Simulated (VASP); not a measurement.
# KCl (Fm-3m) in VASP: notebook

Runs on KCl. Level: r2SCAN. Tasks: single point.

All numbers are computed with VASP 6.6.1; they aren't measurements. Logs are shortened: lines on timing, memory, paths and dates and some standing lists are left out, and cuts for length are marked.

**1. The cell of the first run**

Symmetry: Fm-3m, No. 225, cubic system. The conventional cell has a = 6.290 Å, b = 6.290 Å, c = 6.290 Å, α = 90.00°, β = 90.00°, γ = 90.00°. Within 4.1 Å of K (site symmetry m-3m) lie 6 Cl at 3.14 Å. Within 4.1 Å of Cl (site symmetry m-3m) lie 6 K at 3.14 Å.

**2. Single point, r2SCAN**

Contents of POSCAR:

```
KCl
1.0
    0.0000000000      3.1447610994      3.1447610994
    3.1447610994      0.0000000000      3.1447610994
    3.1447610994      3.1447610994      0.0000000000
K Cl
1 1
Direct
    0.0000000000      0.0000000000      0.0000000000
    0.5000000000      0.5000000000      0.5000000000
```

Contents of INCAR.step1:

```
PREC = Accurate ; ENCUT = 520
ISMEAR = -1 ; SIGMA = 0.02
LREAL = F ; LASPH = T
NELM = 60 ; NBANDS = 15
GGA = PE ; ALGO = Normal
EDIFF = 1E-4 ; LWAVE = T
LCHARG = F
```

Contents of INCAR.step2:

```
PREC = Accurate ; ENCUT = 520
EDIFF = 1E-7 ; ISMEAR = -1
SIGMA = 0.02 ; LREAL = F
LASPH = T ; NELM = 60
ALGO = Normal ; ISIF = 2
LWAVE = F ; LCHARG = F
METAGGA = R2SCAN ; LMIXTAU = T
NBANDS = 15 ; ISTART = 1
```

Contents of KPOINTS:

```
Automatic mesh
0
Gamma
  5 5 5
```

Potentials or basis: VASP PAW PBE potentials, release 64 (K_sv, Cl).

Run with:

```bash
$ cat potpaw_PBE.64/K_sv/POTCAR potpaw_PBE.64/Cl/POTCAR > POTCAR
$ cp INCAR.step1 INCAR
$ mpirun -np 1 vasp_std > vasp.out
$ cp INCAR.step2 INCAR
$ mpirun -np 1 vasp_std > vasp.out
```

OUTCAR:

```text
PREC = Accurate
   ENCUT = 520
   EDIFF = 1E-7
   ISMEAR = -1
   LREAL = F
   LASPH = T
   NELM = 60
   ISIF = 2
   METAGGA = R2SCAN
   ISTART = 1

 ion  position               nearest neighbor table
   1  0.000  0.000  0.000-   2 3.14   2 3.14   2 3.14   2 3.14   2 3.14   2 3.14
   2  0.500  0.500  0.500-   1 3.14   1 3.14   1 3.14   1 3.14   1 3.14   1 3.14

  LATTYP: Found a face centered cubic cell.
 ALAT       =     6.2895221988

  Lattice vectors:

 A1 = (   0.0000000000,   3.1447610994,   3.1447610994)
 A2 = (   3.1447610994,   0.0000000000,   3.1447610994)
 A3 = (   3.1447610994,   3.1447610994,   0.0000000000)

Analysis of symmetry for initial positions (statically):
=====================================================================
 Subroutine PRICEL returns:
 Original cell was already a primitive cell.

 Routine SETGRP: Setting up the symmetry group for a
 face centered cubic supercell.

 Subroutine GETGRP returns: Found 48 space group operations
 (whereof 48 operations were pure point group operations)
 out of a pool of 48 trial point group operations.

The static configuration has the point symmetry O_h .

Analysis of symmetry for dynamics (positions and initial velocities):
=====================================================================
 Subroutine PRICEL returns:
 Original cell was already a primitive cell.

 Routine SETGRP: Setting up the symmetry group for a
 face centered cubic supercell.

 Subroutine GETGRP returns: Found 48 space group operations
 (whereof 48 operations were pure point group operations)
 out of a pool of 48 trial point group operations.

The dynamic configuration has the point symmetry O_h .

 Subroutine INISYM returns: Found 48 space group operations
 (whereof 48 operations are pure point group operations),
 and found     1 'primitive' translations

----------------------------------------------------------------------------------------

                                     Primitive cell

  volume of cell :      62.2004

  direct lattice vectors                    reciprocal lattice vectors
     0.000000000  3.144761099  3.144761099    -0.158994589  0.158994589  0.158994589
     3.144761099  0.000000000  3.144761099     0.158994589 -0.158994589  0.158994589
     3.144761099  3.144761099  0.000000000     0.158994589  0.158994589 -0.158994589

  length of vectors
     4.447363797  4.447363797  4.447363797     0.275386707  0.275386707  0.275386707

  position of ions in fractional coordinates (direct lattice)
     0.000000000  0.000000000  0.000000000
     0.500000000  0.500000000  0.500000000

  ion indices of the primitive-cell ions
   primitive index   ion index
                 1           1
[... 72 lines left out ...]
   EFERMI =   0.00;   METHOD = LEGACY
   ISMEAR =    -1;   SIGMA  =   0.02  broadening in eV -4-tet -1-fermi 0-gaus
   EFERMI_NEDOS =   21; number of points for ismear=-14 and -15
   IALGO  =     38    algorithm
   IMIX   =      4    mixing-type and parameters
     AMIX     =   0.40;   BMIX     =  1.00
     AMIX_MAG =   1.60;   BMIX_MAG =  1.00
  volume/ion in A,a.u.               =      31.10       209.87
  Fermi-wavevector in a.u.,A,eV,Ry     =   1.041159  1.967506 14.748887  1.084013
  Thomas-Fermi vector in A             =   2.175767
   LORBIT       =      0    0 simple, 1 ext, 2 COOP (PROOUT), +10 PAW based schemes
   METAGGA = R2SCAN    functional components
   LHFCALC =     F    Hartree Fock is set to
   AEXX    =    0.0000 exact exchange contribution
   IVDW    =     0    specifies the selected vdW correction
   LEPSILON=     F    determine dielectric tensor
   LRPA    =     F    only Hartree local field effects (RPA)
 non-spin polarized calculation
  energy-cutoff  :      520.00
  volume of cell :       62.20
 maximum number of plane-waves:      1692
 NGX is ok and might be reduce to    36
   NGX = 17   NGY = 17   NGZ = 17

 number of electron      16.0000001 magnetization

 Free energy of the ion-electron system (eV)
  ---------------------------------------------------
  ext. energy  EPLUGINS =         0.00000000
  ---------------------------------------------------
  free energy    TOTEN  =       -16.50646944 eV

  energy without entropy =      -16.50646944  energy(sigma->0) =      -16.50646944

 E-fermi :  -1.7068     XC(G=0):  -7.9607

 val. band max:       -2.2577514330   @ k =   0.0000   0.0000   0.0000
 cond. band min:       3.5776790853   @ k =   0.0000   0.0000   0.0000
 fundamental gap:      5.8354305184
 Fermi energy:        -1.7068320670

 k-point     1 :       0.0000    0.0000    0.0000
  band No.  band energies     occupation
      1     -30.5224      2.00000
      2     -14.9297      2.00000
      3     -13.2138      2.00000
      4     -13.2138      2.00000
      5     -13.2138      2.00000
      6      -2.2578      2.00000
      7      -2.2578      2.00000
      8      -2.2578      2.00000
      9       3.5777      0.00000
     10       6.7768      0.00000
     11       6.7769      0.00000
     12       6.7769      0.00000
     13       7.8208      0.00000
     14       7.8208      0.00000
[... 149 lines left out ...]
      2     -14.9424      2.00000
      3     -13.2915      2.00000
      4     -13.2828      2.00000
      5     -13.1291      2.00000
      6      -2.9358      2.00000
      7      -2.6445      2.00000
      8      -2.6320      2.00000
      9       5.9138      0.00000
     10       6.6529      0.00000
     11       8.1096      0.00000
     12       8.9817      0.00000
     13       9.7607      0.00000
     14       9.8939      0.00000
     15      10.6951      0.00000

------------------------ aborting loop because EDIFF is reached ----------------------------------------

  FORCE on cell =-STRESS in cart. coord.  units (eV):
  Direction    XX          YY          ZZ          XY          YZ          ZX
  --------------------------------------------------------------------------------------
  -------------------------------------------------------------------------------------
  Total        0.0025265      0.0025265      0.0025265      0.0000000      0.0000000      0.0000000
  in kB        0.0650787      0.0650787      0.0650787      0.0000000      0.0000000      0.0000000
  external PRESSURE =       0.0650787 kB  Pullay stress =       0.0000000 kB

 VOLUME and BASIS-vectors are now :
 -----------------------------------------------------------------------------
  energy-cutoff  :      520.00
  volume of cell :       62.20
      direct lattice vectors                 reciprocal lattice vectors
     0.000000000  3.144761099  3.144761099    -0.158994589  0.158994589  0.158994589
     3.144761099  0.000000000  3.144761099     0.158994589 -0.158994589  0.158994589
     3.144761099  3.144761099  0.000000000     0.158994589  0.158994589 -0.158994589

 POSITION                                       TOTAL-FORCE (eV/Angst)
 -----------------------------------------------------------------------------------
      0.00000      0.00000      0.00000        -0.000000     -0.000000      0.000000
      3.14476      3.14476      3.14476         0.000000      0.000000     -0.000000
 -----------------------------------------------------------------------------------
    total drift:                                0.000000      0.000000      0.000000

  FREE ENERGIE OF THE ION-ELECTRON SYSTEM (eV)
  ---------------------------------------------------
  free  energy   TOTEN  =       -16.5064694417 eV

  energy  without entropy=      -16.5064694417  energy(sigma->0) =      -16.50646944
```

OUTCAR.step1:

```text
PREC = Accurate
   ENCUT = 520
   ISMEAR = -1
   LREAL = F
   LASPH = T
   NELM = 60
[... 382 lines left out ...]
 -----------------------------------------------------------------------------------
      0.00000      0.00000      0.00000        -0.000000     -0.000000     -0.000000
      3.14476      3.14476      3.14476         0.000000      0.000000      0.000000
 -----------------------------------------------------------------------------------
    total drift:                                0.000000      0.000000      0.000000

  FREE ENERGIE OF THE ION-ELECTRON SYSTEM (eV)
  ---------------------------------------------------
  free  energy   TOTEN  =        -6.8033240114 eV

  energy  without entropy=       -6.8033240114  energy(sigma->0) =       -6.80332401
```

It took 31 s on 1 thread of Intel Xeon 6975P-C (Granite Rapids), shared host; peak memory 0.22 GiB.

Results:

- Free energy: -16.5065 eV
- Pressure: 0.0 GPa
- Band gap on the k mesh: 5.84 eV

Levels at points of the mesh, in eV from the valence-band top:
```tsv
k point	band 5	band 6	band 7	band 8	band 9	band 10	band 11	band 12
(0.00, 0.00, 0.00)	-10.96	0.00	0.00	0.00	5.84	9.03	9.03	9.03
```

Caveat: the PAW data sets were made with another functional, which shifts forces and pressure a little.

**3. Single point, r2SCAN**

POSCAR is that of step 2.

Contents of INCAR.step1:

```
SYSTEM = KCl
  PREC = Accurate
  ENCUT = 520
  ISMEAR = -1
  SIGMA = 0.02
  LREAL = .FALSE.
  LASPH = .TRUE.
  NELM = 100
  NBANDS = 15
  GGA = PE
  ALGO = Normal
  EDIFF = 1E-4
  LWAVE = .TRUE.
  LCHARG = .FALSE.
```

Contents of INCAR.step2:

```
SYSTEM = KCl
  PREC = Accurate
  ENCUT = 520
  EDIFF = 1E-6
  ISMEAR = -1
  SIGMA = 0.02
  LREAL = .FALSE.
  LASPH = .TRUE.
  NELM = 100
  ALGO = Normal
  ISIF = 2
  LWAVE = .FALSE.
  LCHARG = .FALSE.
  METAGGA = R2SCAN
  LMIXTAU = .TRUE.
  NBANDS = 15
  ISTART = 1
```

Contents of KPOINTS:

```
Automatic mesh
0
G
  6 6 6
  0 0 0
```

Potentials or basis: VASP PAW PBE potentials, release 64 (K_sv, Cl).

Run with:

```bash
$ cat potpaw_PBE.64/K_sv/POTCAR potpaw_PBE.64/Cl/POTCAR > POTCAR
$ cp INCAR.step1 INCAR
$ mpirun -np 1 vasp_std > vasp.out
$ cp INCAR.step2 INCAR
$ mpirun -np 1 vasp_std > vasp.out
```

Wall time 38 s (1 thread of Intel Xeon 6975P-C (Granite Rapids), shared host); peak memory 0.21 GiB.

Results (log left out):

```yaml
Free_energy: -16.5065 eV
Pressure: 0.0 GPa
Band_gap_on_the_k_mesh: 5.84 eV
```

Levels at points of the mesh, in eV from the valence-band top:
| k point | band 4 | band 5 | band 6 | band 7 | band 8 | band 9 | band 10 | band 11 | band 12 | band 13 |
| --- | --- | --- | --- | --- | --- | --- | --- | --- | --- | --- |
| (0.00, 0.00, 0.00) | -10.96 | -10.96 | 0.00 | 0.00 | 0.00 | 5.84 | 9.03 | 9.03 | 9.03 | 10.08 |
| (0.50, 0.00, 0.00) | -10.96 | -10.73 | -1.05 | -0.32 | -0.32 | 8.14 | 9.25 | 11.33 | 11.33 | 12.19 |
| (0.50, 0.50, 0.00) | -11.01 | -11.01 | -0.67 | -0.23 | -0.23 | 7.03 | 9.22 | 10.70 | 11.11 | 11.57 |

Caveat: the PAW data sets were made with another functional, which shifts forces and pressure a little.
